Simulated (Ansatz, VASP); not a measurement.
# One calculation of CdI2, two programs

The input INCAR:

```
SYSTEM = CdI2
PREC = Accurate ; ENCUT = 500
EDIFF = 1E-6 ; ISMEAR = 0
SIGMA = 0.02 ; LREAL = .FALSE.
LASPH = .TRUE. ; NELM = 120
ALGO = Normal ; ISIF = 2
LWAVE = .FALSE. ; LCHARG = .TRUE.
GGA = PS ; LELF = .TRUE.
LVHAR = .TRUE. ; NBANDS = 20
GGA_COMPAT = .FALSE.
```

KPOINTS

```
Automatic mesh
0
G
  9 9 4
  0 0 0
```

Contents of POSCAR:

```
CdI2
1.0
    4.0651280872      0.0000000000      0.0000000000
   -2.0325640436      3.5205041931      0.0000000000
    0.0000000000      0.0000000000      6.7156771358
Cd I
1 2
Direct
    0.0000000000      0.0000000000      0.0000000000
    0.3333333333      0.6666666667      0.7576300000
    0.6666666667      0.3333333333      0.2423700000
```

Input for Ansatz:

```yaml
crystal:
  lattice:
    - [4.0651280872, 0.0, 0.0]
    - [-2.0325640436, 3.5205041931, 0.0]
    - [0.0, 0.0, 6.7156771358]
  atoms:
    - { symbol: Cd, position: [0.0, 0.0, 0.0] }
    - { symbol: I, position: [0.3333333333, 0.6666666667, 0.75763] }
    - { symbol: I, position: [0.6666666667, 0.3333333333, 0.24237] }
basis:
  ecutwfc: 420
kpoints:
  mp_grid: { grid: [9, 9, 4] }
hamiltonian:
  xc: pbesol
scf:
  occupations: { method: gaussian, width: 0.02 }
output:
  forces: true
  stress: true
  eigenvalues: true
```

Alike in both runs: task single point; functional PBEsol; k mesh 9 × 9 × 4; occupations gaussian, width 0.02 eV; no spin polarisation.

```csv
,VASP,Ansatz
version,VASP 6.6.1,Ansatz 0.2.0
potentials or method,"VASP PAW PBE potentials, release 64 (Cd, I), cutoff 500 eV","scalar-relativistic, plane waves, PAW"
valence electrons in the cell,26,54
```

VASP gave:

```
gap on the k mesh at the Fermi level (eV)                     : 2.41
least direct gap on the mesh (eV)                             : 2.76
pressure (GPa)                                                : 5.7
traceless stress, the component that is largest in VASP (GPa) : -0.14
rms of the force components (eV/Å)                            : 0.441
```

Question: Estimate Ansatz's values.

Answer: gap on the k mesh at the Fermi level (eV): 2.43; least direct gap on the mesh (eV): 2.77; pressure (GPa): 5.5; traceless stress, the component that is largest in VASP (GPa): -0.12; rms of the force components (eV/Å): 0.422.

VASP's potentials were made for PBE, not for PBEsol. Atom by atom the forces differ by 0.020 eV/Å (rms over components). The functional is the same, so the differences come from potentials, cutoffs and numerics. VASP's potentials hold 26 valence electrons a cell and Ansatz's 54, so a difference there can come from the potentials and not from the codes.

Neither program's run includes spin-orbit coupling.
